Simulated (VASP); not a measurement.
## Ga3BAs4: single point with PBE

The system is Ga3BAs4.

```
B As Ga
1.0
    -2.75870    2.75870    5.47534
     2.75870   -2.75870    5.47534
     2.75870    2.75870   -5.47534
B As Ga
1 4 3
Direct
  0.00000 0.00000 0.00000
  0.33503 0.33503 0.44068
  0.10565 0.66497 0.00000
  0.89435 0.89435 0.55932
  0.66497 0.10565 0.00000
  0.75000 0.25000 0.50000
  0.50000 0.50000 0.00000
  0.25000 0.75000 0.50000
```

```
Program             : VASP 6.6.1
Task                : single point
Functional          : PBE
Potentials or basis : VASP PAW PBE potentials, release 64 (B, As, Ga_d)
Cutoff              : 520 eV
k mesh              : 6 × 6 × 6
Occupations         : fermi-dirac, width 0.02 eV
Spin                : no spin polarisation
```

```yaml
Pressure: 0.2 GPa
Largest_force: 0.013 eV/Å
Band_gap_on_the_k_mesh: 0.66 eV
```

Forces in eV/Å, atoms in the order of the input:
```
B    0.000  0.000  0.000
As   0.007  0.007  0.008
As  -0.007  0.007 -0.008
As  -0.007 -0.007  0.008
As   0.007 -0.007 -0.008
Ga   0.000  0.000  0.000
Ga   0.000  0.000  0.000
Ga   0.000  0.000  0.000
```

Levels at points of the mesh, in eV from the valence-band top:
```csv
k point,band 29,band 30,band 31,band 32,band 33,band 34
"(0.00, 0.00, 0.00)",-0.12,0.00,0.00,0.66,1.18,1.38
"(0.50, 0.00, 0.00)",-2.18,-1.52,-1.13,2.63,2.91,3.04
"(0.50, 0.50, 0.00)",-1.12,-0.95,-0.78,0.76,1.07,2.23
"(0.50, 0.50, 0.50)",-1.92,-1.51,-1.51,1.27,1.36,1.53
```

It took 2.8 min on 1 thread of Intel(R) Xeon(R) 6975P-C (Granite Rapids), on a shared host, peak memory 0.44 GiB.

Caveat: semilocal functionals underestimate gaps, and a narrow one can read as zero. A k mesh can miss the band edges.
